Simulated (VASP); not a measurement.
Set up this calculation in VASP 6.6.1, as the native input.

- Task: relaxation of the atoms
- Functional: PBEsol
- Potentials or basis: VASP PAW PBE potentials, release 64 (Cu, O)
- Cutoff: 520 eV
- k mesh: 6 × 6 × 6
- Occupations: fermi-dirac, width 0.05 eV
- Spin: no spin polarisation
- Dipole correction: no
- Further INCAR settings: ALGO = Normal; EDIFF = 1e-07; IBRION = 2; EDIFFG = -0.01; NSW = 60

The structure of CuO lies in POSCAR:

```
CuO
1.0
    4.1609370000      0.0000000000      0.0000000000
    0.0000000000      4.1609370000      0.0000000000
    0.0000000000      0.0000000000      3.8876430000
Cu O
3 3
Direct
    0.5000000000      0.0000000000      0.5000000000
    0.0000000000      0.5000000000      0.5000000000
    0.0000000000      0.0000000000      0.0000000000
    0.0000000000      0.0000000000      0.5000000000
    0.5000000000      0.0000000000      0.0000000000
    0.0000000000      0.5000000000      0.0000000000
```

The input as run:

INCAR

```
SYSTEM = CuO
PREC = Accurate ; ENCUT = 520
EDIFF = 1E-7 ; ISMEAR = -1
SIGMA = 0.05 ; LREAL = .FALSE.
LASPH = .TRUE. ; NELM = 80
ALGO = Normal ; ISIF = 2
LWAVE = .FALSE. ; LCHARG = .FALSE.
GGA = PS ; IBRION = 2
NSW = 60 ; EDIFFG = -0.01
```

KPOINTS

```
regular mesh
0
G
  6 6 6
  0 0 0
```

Potentials or basis: VASP PAW PBE potentials, release 64 (Cu, O).

Launch:

```bash
$ cat potpaw_PBE.64/Cu/POTCAR potpaw_PBE.64/O/POTCAR > POTCAR
$ mpirun -np 1 vasp_std > vasp.out
```

It gave:

```
Pressure after relaxing : -4.8 GPa
Band gap on the k mesh  : zero (an odd number of electrons rules out a gap without spin polarisation)
```

Caveat: the PAW data sets were made with another functional, which shifts forces and pressure a little; an odd number of electrons without spin polarisation forces a metal; a magnetic or distorted state may lie lower; semilocal functionals often make such compounds metallic where correlation or magnetic order opens a gap, which also shifts bond lengths.

Wall time 81 s on 1 thread of Intel(R) Xeon(R) Platinum 8259CL CPU @ 2.50GHz (Skylake/Cascade Lake), on a shared host, peak memory 0.21 GiB.
